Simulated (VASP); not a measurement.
A run of VASP 6.6.1 is set up as follows.

Contents of INCAR:

```
PREC = Accurate
ENCUT = 520
EDIFF = 1E-8
ISMEAR = 0
SIGMA = 0.01
LREAL = False
LASPH = True
NELM = 80
ALGO = Normal
ISIF = 2
LWAVE = False
LCHARG = False
METAGGA = R2SCAN
LMIXTAU = True
LCALCEPS = True
```

The input KPOINTS:

```
Automatic mesh
0
Gamma
  6 6 6
```

Contents of POSCAR:

```
NaI
1.0
    4.0405366006      0.0000000000      0.0000000000
    0.0000000000      4.0405366006      0.0000000000
    0.0000000000      0.0000000000      4.0405366006
Na I
1 1
Direct
    0.0000000000      0.0000000000      0.0000000000
    0.5000000000      0.5000000000      0.5000000000
```

Potentials or basis: VASP PAW PBE potentials, release 64 (Na_pv, I).

Run with:

```console
$ cat potpaw_PBE.64/Na_pv/POTCAR potpaw_PBE.64/I/POTCAR > POTCAR
$ mpirun -np 1 vasp_std > vasp.out
```

(1) Predict the electronic dielectric tensor (diagonal).

(2) Estimate the Born charges (mean of the diagonal).

(3) What does it give for the band gap on the k mesh?

Answers

(1) 3.38.

(2) Na +1.28; I -1.28 e.

(3) 3.07 eV (least direct gap 3.36 eV).

Caveat: spin-orbit coupling is left out, which moves the levels of the heavy elements.
